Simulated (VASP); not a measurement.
B:

```
B
1.0
    -2.71076   -0.02767   -0.04011
    -0.04011   -0.00895   -2.68753
    -0.05534   -5.50880   -0.01790
B
6
Direct
  0.57244 0.06480 0.47332
  0.46087 0.00684 0.98186
  0.00924 0.96846 0.76780
  0.00435 0.90514 0.23362
  0.03709 0.49070 0.04693
  0.91601 0.56406 0.49647
```

| Item | Value |
| --- | --- |
| Program | VASP 6.6.1 |
| Task | relaxation of cell and atoms |
| Functional | PBE |
| Potentials or basis | VASP PAW PBE potentials, release 64 (B) |
| Cutoff | 640 eV |
| k mesh | 8 × 8 × 4 |
| Occupations | gaussian, width 0.2 eV |
| Spin | no spin polarisation |

At the start: pressure 17.1 GPa; volume 6.69 Å³/atom.

How do energy, volume and symmetry change on relaxing?

Over 76 steps the energy falls by 839.5 meV/atom and the volume is 7.01 Å³/atom (+4.9 %); space group P1 (No. 1, to 0.1 Å) before, R-3m (No. 166, to 0.1 Å).

The path:
| step | energy change (eV) | largest force (eV/Å) | pressure (GPa) | volume (Å³) |
| --- | --- | --- | --- | --- |
| 1 | 0.0000 | 4.8187 | 17.14 | 40.12 |
| 3 | -0.9229 | 1.1445 | -8.95 | 42.76 |
| 5 | -1.2749 | 0.6825 | 3.01 | 40.11 |
| 7 | -1.3773 | 0.5365 | 0.72 | 40.43 |
| 9 | -1.4376 | 0.5301 | -2.33 | 40.87 |
| 11 | -1.5969 | 1.3632 | 6.85 | 39.92 |
| 13 | -1.5998 | 1.5800 | 8.07 | 39.82 |
| 15 | -1.6419 | 2.0195 | 9.57 | 39.79 |
| 17 | -1.7540 | 2.7537 | 11.95 | 39.88 |
| 19 | -2.3423 | 2.2893 | 8.92 | 41.20 |
| 21 | -2.5427 | 2.3567 | 7.74 | 42.12 |
| 23 | -2.8045 | 1.2453 | -3.29 | 44.47 |
| 25 | -2.8903 | 0.7093 | -2.39 | 44.13 |
| 27 | -2.9889 | 0.5211 | -0.57 | 43.82 |
| 29 | -3.0538 | 0.4645 | 2.31 | 43.45 |
| 31 | -3.1227 | 0.5751 | -0.48 | 44.14 |
| 33 | -3.1879 | 0.6218 | -1.47 | 44.40 |
| 35 | -3.2775 | 0.6926 | 1.52 | 44.04 |
| 37 | -3.3713 | 0.7648 | -0.04 | 44.39 |
| 39 | -3.4932 | 0.8798 | -3.13 | 44.70 |
| 41 | -3.6148 | 0.5991 | -0.92 | 43.70 |
| 43 | -3.7176 | 0.9848 | 1.00 | 42.52 |
| 45 | -3.8390 | 1.2371 | 2.92 | 41.71 |
| 47 | -3.9360 | 0.8547 | 0.92 | 42.06 |
| 49 | -4.0454 | 0.7946 | -1.09 | 42.60 |
| 51 | -4.1321 | 1.6954 | -0.06 | 42.63 |
| 53 | -4.2951 | 1.7155 | -1.43 | 42.69 |
| 55 | -4.4936 | 2.2207 | -2.16 | 42.49 |
| 57 | -4.7692 | 1.2771 | 2.88 | 41.99 |
| 59 | -4.9081 | 1.3266 | 0.10 | 42.58 |
| 61 | -4.9748 | 0.5835 | -3.59 | 42.91 |
| 63 | -5.0068 | 0.4657 | 0.70 | 42.13 |
| 65 | -5.0227 | 0.2716 | 1.14 | 41.90 |
| 67 | -5.0291 | 0.1405 | -0.43 | 42.10 |
| 69 | -5.0320 | 0.1575 | 0.22 | 42.08 |
| 71 | -5.0344 | 0.2021 | -0.07 | 42.11 |
| 73 | -5.0367 | 0.0889 | -0.25 | 42.13 |
| 75 | -5.0372 | 0.0361 | 0.08 | 42.07 |
| 76 | -5.0373 | 0.0193 | 0.00 | 42.08 |

Final structure:
```
B
1.0
    -2.76295    0.35556    0.75299
     0.70383   -0.32374   -2.77996
     0.55327   -6.00131   -0.65519
B
6
Cartesian
  -2.0517 -2.2361 -0.0093
  1.0781 -6.1477 -3.2499
  -2.2160 -3.8227 0.1307
  0.3620 -1.7327 -2.4543
  -1.8642 -0.4716 -0.1725
  0.1742 -3.4976 -2.2912
```
